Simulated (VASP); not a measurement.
Write the native input for VASP 6.6.1 that does the following.

```yaml
Task: single point
Functional: PBE
Dispersion: D3(BJ)
Potentials_or_basis: VASP PAW PBE potentials, release 64 (Si, Cu)
Cutoff: 520 eV
k_mesh: 2 × 2 × 2
Occupations: gaussian, width 0.05 eV
Spin: collinear spin, zero start
Starting_moments: "[0.0, 0.0, 0.0, 0.0, 0.0, 0.0, 0.0, 0.0, 0.0, 0.0, 0.0, 0.0, 0.0, 0.0, 0.0, 0.0, 0.0] μB"
Dipole_correction: no
Further_INCAR_settings: ALGO = Normal; EDIFF = 1e-06; NBANDS = 56
```

The structure of CuSi16 (a cell with a defect) lies in POSCAR:

```
CuSi16
1.0
    0.0000000000      5.4300000000      5.4300000000
    5.4300000000      0.0000000000      5.4300000000
    5.4300000000      5.4300000000      0.0000000000
Si Cu
16 1
Direct
    0.0028773481      0.0035834254     -0.0034121547
    0.1291651013      0.1278048803      0.1237234807
    0.0029045120      0.0000722836      0.4980109576
    0.1286837937      0.1274799263      0.6191764273
    0.0020895028      0.5021602210     -0.0020812155
    0.1270398711      0.6272372928      0.1222868324
    0.0018850829      0.5019578269      0.4967600368
    0.1258851750      0.6259104052      0.6234378453
    0.5069838858      0.0071030387      0.0004603131
    0.6331716390      0.1334613260      0.1173604052
    0.5062874770      0.0064123389      0.4868276243
    0.6287229282      0.1287720994      0.6212461326
    0.5033905157      0.5031848066     -0.0034680479
    0.6277269797      0.6293078269      0.1236980663
    0.5000557090      0.5029562615      0.4979951197
    0.6273999079      0.6288306630      0.6191383978
    0.3851330571      0.8855474217      0.8657209024
```

One way to write it, as run:

INCAR

```
PREC = Accurate
ENCUT = 520
EDIFF = 1E-6
ISMEAR = 0
SIGMA = 0.05
LREAL = F
LASPH = T
NELM = 200
ALGO = Normal
ISIF = 2
LWAVE = F
LCHARG = T
ISPIN = 2
MAGMOM = 0 0 0 0 0 0 0 0 0 0 0 0 0 0 0 0 0
LORBIT = 11
LMAXMIX = 4
GGA = PE
IVDW = 12
LELF = T
LVHAR = T
NBANDS = 56
GGA_COMPAT = F
```

KPOINTS

```
regular mesh
0
Gamma
  2 2 2
```

Potentials or basis: VASP PAW PBE potentials, release 64 (Si, Cu).

Launch:

```sh
$ cat potpaw_PBE.64/Si/POTCAR potpaw_PBE.64/Cu/POTCAR > POTCAR
$ mpirun -np 1 vasp_std > vasp.out
```

It gave:

| Quantity | Value |
| --- | --- |
| Pressure | 1.4 GPa |
| Largest force | 0.032 eV/Å |
| Net moment | 0.00 μB per cell |
| Valence electrons inside the program's atomic spheres | Si 1.70, 1.69, 1.72, 1.68 (each value once); Cu 10.11 |
| Dispersion energy per atom | -0.333 eV |

Caveat: the k points lie up to 0.50 Å⁻¹ apart.

It took 8.8 min on 1 thread of Intel(R) Xeon(R) 6975P-C (Granite Rapids), with other jobs on the host, peak memory 0.74 GiB.
